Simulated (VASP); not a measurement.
W: single point with LDA

The system is W.

```
W
1.0
    -1.41280    1.63575    1.63575
     1.63575   -1.41280    1.63575
     1.63575    1.63575   -1.41280
W
1
Direct
  0.00000 0.00000 0.00000
```

- Program: VASP 6.6.1
- Task: single point
- Functional: LDA
- Potentials or basis: VASP PAW LDA potentials, release 64 (W_sv)
- Cutoff: 520 eV
- k mesh: 22 × 22 × 22
- Occupations: gaussian, width 0.15 eV
- Spin: no spin polarisation
- Dipole correction: no
- Further INCAR settings: ALGO = Fast; EDIFF = 1e-06; NBANDS = 13

The pressure is -22.1 GPa and the band gap on the k mesh is zero (bands 7 and 8 overlap by 2.63 eV).

Stress tensor (GPa, compression positive):
```
-22.06  -9.98  -9.98
 -9.98 -22.06  -9.98
 -9.98  -9.98 -22.06
```

Levels at points of the mesh, in eV from the Fermi level:
```
           k point  band 5  band 6  band 7  band 8  band 9  band 10
(0.00, 0.00, 0.00)   -9.15   -2.67   -2.67    0.80    2.60     2.60
(0.50, 0.00, 0.00)   -5.91   -3.61   -0.32    2.51    2.92     3.66
(0.50, 0.50, 0.00)   -5.77   -3.43    1.57    1.63    1.80     6.16
(0.50, 0.50, 0.50)   -5.30   -5.30    1.36    5.79    5.79     6.85
```

Run time: 4 min on 1 thread of Intel Xeon 8259CL (shared host), peak memory 0.3 GiB.

Caveat: the cell stands under tension; spin-orbit coupling is left out, which moves the levels of the heavy elements.
